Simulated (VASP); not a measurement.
# LiCl (Fm-3m) in VASP: a series of runs

LiCl is run at these levels: PBEsol, LDA; tasks: vibrations by perturbation theory, dielectric tensor.

All numbers are computed with VASP 6.6.1; they aren't measurements. Logs are shortened: lines on timing, memory, paths and dates and some standing lists are left out, and cuts for length are marked.

### Step 1. The cell of the first run

The structure is cubic, space group Fm-3m (No. 225). The conventional cell has a = 5.130 Å, b = 5.130 Å, c = 5.130 Å, α = 90.00°, β = 90.00°, γ = 90.00°. Within 3.4 Å of Cl (site symmetry m-3m) lie 6 Li at 2.56 Å. Li (site symmetry m-3m) has 6 Cl at 2.56 Å within 3.4 Å.

### Step 2. Vibrations by perturbation theory, PBEsol

INCAR reads:

```
ALGO = Normal
EDIFF = 1E-8
ENCUT = 750
GGA = PS
GGA_COMPAT = F
IBRION = 8
ISIF = 2
ISMEAR = -1
LASPH = T
LCHARG = F
LREAL = F
LWAVE = F
NELM = 120
NSW = 1
PREC = Accurate
SIGMA = 0.05
```

KPOINTS reads:

```
k-points
0
Gamma
  7 7 7
```

POSCAR reads:

```
LiCl
1.0
    0.0000000000      2.5647700000      2.5647700000
    2.5647700000      0.0000000000      2.5647700000
    2.5647700000      2.5647700000      0.0000000000
Cl Li
1 1
Direct
    0.5000000000      0.5000000000      0.5000000000
    0.0000000000      0.0000000000      0.0000000000
```

Potentials or basis: VASP PAW PBE potentials, release 64 (Cl, Li_sv).

On the command line:

```bash
$ cat potpaw_PBE.64/Cl/POTCAR potpaw_PBE.64/Li_sv/POTCAR > POTCAR
$ mpirun -np 1 vasp_std > vasp.out
```

OUTCAR:

```text
EDIFF = 1E-8
   ENCUT = 750
   GGA = PS
   IBRION = 8
   ISIF = 2
   ISMEAR = -1
   LASPH = T
   LREAL = F
   NELM = 120
   NSW = 1
   PREC = Accurate

 ion  position               nearest neighbor table
   1  0.500  0.500  0.500-   2 2.56   2 2.56   2 2.56   2 2.56   2 2.56   2 2.56
   2  0.000  0.000  0.000-   1 2.56   1 2.56   1 2.56   1 2.56   1 2.56   1 2.56

  LATTYP: Found a face centered cubic cell.
 ALAT       =     5.1295400000

  Lattice vectors:

 A1 = (   0.0000000000,   2.5647700000,   2.5647700000)
 A2 = (   2.5647700000,   0.0000000000,   2.5647700000)
 A3 = (   2.5647700000,   2.5647700000,   0.0000000000)

Analysis of symmetry for initial positions (statically):
=====================================================================
 Subroutine PRICEL returns:
 Original cell was already a primitive cell.

 Routine SETGRP: Setting up the symmetry group for a
 face centered cubic supercell.

 Subroutine GETGRP returns: Found 48 space group operations
 (whereof 48 operations were pure point group operations)
 out of a pool of 48 trial point group operations.

The static configuration has the point symmetry O_h .

Analysis of symmetry for dynamics (positions and initial velocities):
=====================================================================
 Subroutine PRICEL returns:
 Original cell was already a primitive cell.

 Routine SETGRP: Setting up the symmetry group for a
 face centered cubic supercell.

 Subroutine GETGRP returns: Found 48 space group operations
 (whereof 48 operations were pure point group operations)
 out of a pool of 48 trial point group operations.

The dynamic configuration has the point symmetry O_h .

 Subroutine INISYM returns: Found 48 space group operations
 (whereof 48 operations are pure point group operations),
 and found     1 'primitive' translations

----------------------------------------------------------------------------------------

[... 391 lines left out ...]
  external PRESSURE =     -12.9411306 kB  Pullay stress =       0.0000000 kB

 VOLUME and BASIS-vectors are now :
 -----------------------------------------------------------------------------
  energy-cutoff  :      750.00
  volume of cell :       33.74
      direct lattice vectors                 reciprocal lattice vectors
     0.000000000  2.564770000  2.564770000    -0.194949255  0.194949255  0.194949255
     2.564770000  0.000000000  2.564770000     0.194949255 -0.194949255  0.194949255
     2.564770000  2.564770000  0.000000000     0.194949255  0.194949255 -0.194949255

 POSITION                                       TOTAL-FORCE (eV/Angst)
 -----------------------------------------------------------------------------------
      2.56477      2.56477      2.56477        -0.000000      0.000000      0.000000
      0.00000      0.00000      0.00000         0.000000     -0.000000     -0.000000
 -----------------------------------------------------------------------------------
    total drift:                               -0.000000     -0.000000      0.000000

  FREE ENERGIE OF THE ION-ELECTRON SYSTEM (eV)
  ---------------------------------------------------
  free  energy   TOTEN  =        -7.6328458366 eV

  energy  without entropy=       -7.6328458366  energy(sigma->0) =       -7.63284584

[... ionic steps 2 to 3 ...]

--------------------------------------- Ionic step        4  -------------------------------------------

------------------------ aborting loop because EDIFF is reached ----------------------------------------

[... ionic steps 5 to 6 ...]

--------------------------------------- Ionic step        7  -------------------------------------------

 Free energy of the ion-electron system (eV)
  ---------------------------------------------------
  ---------------------------------------------------
  free energy    TOTEN  =        -0.15958958 eV

  energy without entropy =       -0.15958958

------------------------ aborting loop because EDIFF is reached ----------------------------------------

 INTERNAL STRAIN TENSOR  FOR ION    2  DIRECTION 1   (eV/Angst):
 -----------------------------------------------------------------------------
     0.00452  0.00000  0.00000
    -0.00000  0.00056 -0.00000
    -0.00000 -0.00000  0.00056

 INTERNAL STRAIN TENSOR FOR ION    2 for displacements in x,y,z  (eV/Angst):
          X           Y           Z          XY          YZ          ZX
  --------------------------------------------------------------------------------
  x     0.00000     0.00000     0.00000     0.00000     0.00000     0.00000
  y     0.00000     0.00000     0.00000     0.00000     0.00000     0.00000
  z     0.00000     0.00000     0.00000     0.00000     0.00000     0.00000

 SECOND DERIVATIVES (NOT SYMMETRIZED)
 ------------------------------------
               1X          1Y          1Z          2X          2Y          2Z
  1X    -0.697553    0.000000    0.000000    0.697553    0.000000    0.000000
  1Y     0.000000   -0.697553    0.000000    0.000000    0.697553    0.000000
  1Z     0.000000    0.000000   -0.697553    0.000000    0.000000    0.697553
  2X     0.677916    0.000000    0.000000   -0.677916    0.000000    0.000000
  2Y     0.000000    0.677916    0.000000    0.000000   -0.677916    0.000000
  2Z     0.000000    0.000000    0.677916    0.000000    0.000000   -0.677916

 Eigenvectors and eigenvalues of the dynamical matrix
 ----------------------------------------------------

   1 f  =    5.333357 THz    33.510469 2PiTHz  177.901631 cm-1    22.056981 meV
             X         Y         Z           dx          dy          dz
      2.564770  2.564770  2.564770     0.411190    0.000000   -0.000000
      0.000000  0.000000  0.000000    -0.911550   -0.000000   -0.000000
[... 21 lines left out ...]
   6 f/i=    0.028541 THz     0.179329 2PiTHz    0.952031 cm-1     0.118037 meV
             X         Y         Z           dx          dy          dz
      2.564770  2.564770  2.564770     0.056725   -0.291543   -0.861805
      0.000000  0.000000  0.000000     0.025588   -0.131512   -0.388751

--------------------------------------------------------------------------------------------------------

 ELASTIC MODULI CONTR FROM IONIC RELAXATION (kBar)
 Direction    XX          YY          ZZ          XY          YZ          ZX
 --------------------------------------------------------------------------------
 XX           0.0000      0.0000      0.0000      0.0000      0.0000      0.0000
 YY           0.0000      0.0000      0.0000      0.0000      0.0000      0.0000
 ZZ           0.0000      0.0000      0.0000      0.0000      0.0000      0.0000
 XY           0.0000      0.0000      0.0000      0.0000      0.0000      0.0000
 YZ           0.0000      0.0000      0.0000      0.0000      0.0000      0.0000
 ZX           0.0000      0.0000      0.0000      0.0000      0.0000      0.0000
 --------------------------------------------------------------------------------
```

stdout:

```text
POSCAR found type information on POSCAR ClLi
 POSCAR found :  2 types and       2 ions
 scaLAPACK will be used
 -----------------------------------------------------------------------------
|                                                                             |
|                                                                             |
|     You enforced a specific xc type in the INCAR file but a different       |
|     I HOPE YOU KNOW WHAT YOU ARE DOING!                                     |
|                                                                             |
 -----------------------------------------------------------------------------

 LDA part: xc-table for (Slater+PW92), standard interpolation
 POSCAR, INCAR and KPOINTS ok, starting setup
 FFT: planning ... GRIDC
 FFT: planning ... GRID_SOFT
 FFT: planning ... GRID
 WAVECAR not read
 entering main loop
 Linear response reoptimize wavefunctions to high precision
 Linear response DOF=           2
 Linear response progress:
 first order change of Fermi-energy   0.19157E-03
 force on displaced ion       1 direction 1 :  -0.698   0.000   0.000
 Linear response progress:
 first order change of Fermi-energy  -0.11546E-05
 force on displaced ion       2 direction 1 :  -0.678   0.000   0.000
 Linear response finished
```

Run time: 68 s. Hardware: 1 thread of Intel Xeon Platinum 8488C (Sapphire Rapids), shared host; peak memory 0.23 GiB.

What came out:

```yaml
Highest_phonon_frequency_at_Γ_LO-TO_splitting_left_out: 178 cm⁻¹
```

Phonon frequencies in cm⁻¹ (negative: imaginary):
```
              q point           frequencies
(0.000, 0.000, 0.000)  -1 -1 -1 178 178 178
```

Caveat: the cell stands under pressure or tension, which shifts response properties; the PAW data sets were made with another functional, which shifts forces and pressure a little.

### Step 3. Dielectric tensor, LDA

INCAR reads:

```
SYSTEM = LiCl
ALGO = Normal
EDIFF = 1E-8
ENCUT = 650
GGA = CA
GGA_COMPAT = .FALSE.
ISIF = 2
ISMEAR = 0
LASPH = .TRUE.
LCHARG = .FALSE.
LEPSILON = .TRUE.
LREAL = .FALSE.
LWAVE = .FALSE.
NELM = 120
PREC = Accurate
SIGMA = 0.01
```

KPOINTS reads:

```
k-points
0
G
  9 9 9
  0 0 0
```

POSCAR is that of step 2.

Potentials or basis: VASP PAW LDA potentials, release 64 (Cl, Li_sv).

On the command line:

```bash
$ cat potpaw_LDA.64/Cl/POTCAR potpaw_LDA.64/Li_sv/POTCAR > POTCAR
$ mpirun -np 1 vasp_std > vasp.out
```

OUTCAR:

```text
SYSTEM = LiCl
   EDIFF = 1E-8
   ENCUT = 650
   GGA = CA
   ISIF = 2
   ISMEAR = 0
   LASPH = .TRUE.
   LEPSILON = .TRUE.
   LREAL = .FALSE.
   NELM = 120
   PREC = Accurate

 ion  position               nearest neighbor table
   1  0.500  0.500  0.500-   2 2.56   2 2.56   2 2.56   2 2.56   2 2.56   2 2.56
   2  0.000  0.000  0.000-   1 2.56   1 2.56   1 2.56   1 2.56   1 2.56   1 2.56

  LATTYP: Found a face centered cubic cell.
 ALAT       =     5.1295400000

  Lattice vectors:

 A1 = (   0.0000000000,   2.5647700000,   2.5647700000)
 A2 = (   2.5647700000,   0.0000000000,   2.5647700000)
 A3 = (   2.5647700000,   2.5647700000,   0.0000000000)

Analysis of symmetry for initial positions (statically):
=====================================================================
 Subroutine PRICEL returns:
 Original cell was already a primitive cell.

 Routine SETGRP: Setting up the symmetry group for a
 face centered cubic supercell.

[... 509 lines left out ...]

 Free energy of the ion-electron system (eV)
  ---------------------------------------------------
  ---------------------------------------------------
  free energy    TOTEN  =        -0.20822601 eV

  energy without entropy =       -0.20822601

------------------------ aborting loop because EDIFF is reached ----------------------------------------

 PIEZOELECTRIC TENSOR FIELD DIRECTION 3  (e Angst)
 -----------------------------------------------------------------------------
    -0.00043  0.00000 -0.00000           ( -0.00000  0.00000 -0.00000)
     0.00000 -0.00043 -0.00000           (  0.00000 -0.00000  0.00000)
    -0.00000 -0.00000 -0.00021           ( -0.00000  0.00000 -0.00000)

 PIEZOELECTRIC TENSOR FIELD DIRECTION 3  (C/m^2)
 -----------------------------------------------------------------------------
    -0.00020  0.00000 -0.00000
     0.00000 -0.00020 -0.00000
    -0.00000 -0.00000 -0.00010

 MACROSCOPIC STATIC DIELECTRIC TENSOR (including local field effects in DFT)
 ------------------------------------------------------
           3.047402    -0.000000    -0.000000
           0.000000     3.047402    -0.000000
           0.000000     0.000000     3.047402
 ------------------------------------------------------

 PIEZOELECTRIC TENSOR (including local field effects)  for field in x, y, z        (e  Angst)
          XX          YY          ZZ          XY          YZ          ZX
  --------------------------------------------------------------------------------
  x     0.00000     0.00000     0.00000     0.00000     0.00000     0.00000
  y     0.00000     0.00000     0.00000     0.00000     0.00000     0.00000
  z     0.00000     0.00000     0.00000     0.00000     0.00000     0.00000

 PIEZOELECTRIC TENSOR (including local field effects)  for field in x, y, z        (C/m^2)
          XX          YY          ZZ          XY          YZ          ZX
  --------------------------------------------------------------------------------
  x     0.00000     0.00000     0.00000     0.00000     0.00000     0.00000
  y     0.00000     0.00000     0.00000     0.00000     0.00000     0.00000
  z     0.00000     0.00000     0.00000     0.00000     0.00000     0.00000

 BORN EFFECTIVE CHARGES (including local field effects) (in |e|, cummulative output)
 ---------------------------------------------------------------------------------
 ion    1
    1    -1.18546     0.00000     0.00000
    2     0.00000    -1.18546     0.00000
    3     0.00000     0.00000    -1.18546
 ion    2
    1     1.18546     0.00000     0.00000
    2     0.00000     1.18546     0.00000
    3     0.00000     0.00000     1.18546
```

stdout:

```text
POSCAR found type information on POSCAR ClLi
 POSCAR found :  2 types and       2 ions
 scaLAPACK will be used
 LDA part: xc-table for (Slater(with rela. corr.)+CA(PZ))
 , standard interpolation
 POSCAR, INCAR and KPOINTS ok, starting setup
 FFT: planning ... GRIDC
 FFT: planning ... GRID_SOFT
 FFT: planning ... GRID
 WAVECAR not read
 entering main loop
 Linear response reoptimize wavefunctions to high precision
 Linear response G [H, r] |phi>, progress :
  Direction:   1
 Linear response G [H, r] |phi>, progress :
  Direction:   2
 Linear response G [H, r] |phi>, progress :
  Direction:   3
 Linear response to external field (no local field effect), progress :
  Direction:   1
 dielectric tensor                  component  1 :     3.546     0.844     0.259
 Linear response to external field (no local field effect), progress :
  Direction:   2
 dielectric tensor                  component  2 :     0.844     3.869    -0.415
 Linear response to external field (no local field effect), progress :
  Direction:   3
 dielectric tensor                  component  3 :     0.259    -0.415     2.769
 Linear response to external field, progress :
  Direction:   1
 dielectric tensor                  component  1 :     3.047     0.490     0.140
 Linear response to external field, progress :
  Direction:   2
 dielectric tensor                  component  2 :     0.376     3.047    -0.087
 Linear response to external field, progress :
  Direction:   3
 dielectric tensor                  component  3 :     0.027     0.262     3.047
 Born effective charges drift removed
```

Wall time 4.2 min (1 thread of Intel Xeon Platinum 8488C (Sapphire Rapids), shared host); peak memory 0.22 GiB.

Results:

| Item | Value |
| --- | --- |
| Band gap on the k mesh | 6.00 eV |
| Electronic dielectric tensor (diagonal) | 3.05 |
| Born charges (mean of the diagonal) | Cl -1.19; Li +1.19 e |

Electronic dielectric tensor:
```
3.05 0.00 0.00
0.00 3.05 0.00
0.00 0.00 3.05
```

Born effective charge tensors (e):
atom 1, Cl
```
-1.19  0.00  0.00
 0.00 -1.19  0.00
 0.00  0.00 -1.19
```
atom 2, Li
```
1.19 0.00 0.00
0.00 1.19 0.00
0.00 0.00 1.19
```

Caveat: an odd mesh through Γ misses points on the zone boundary, where band edges can lie.
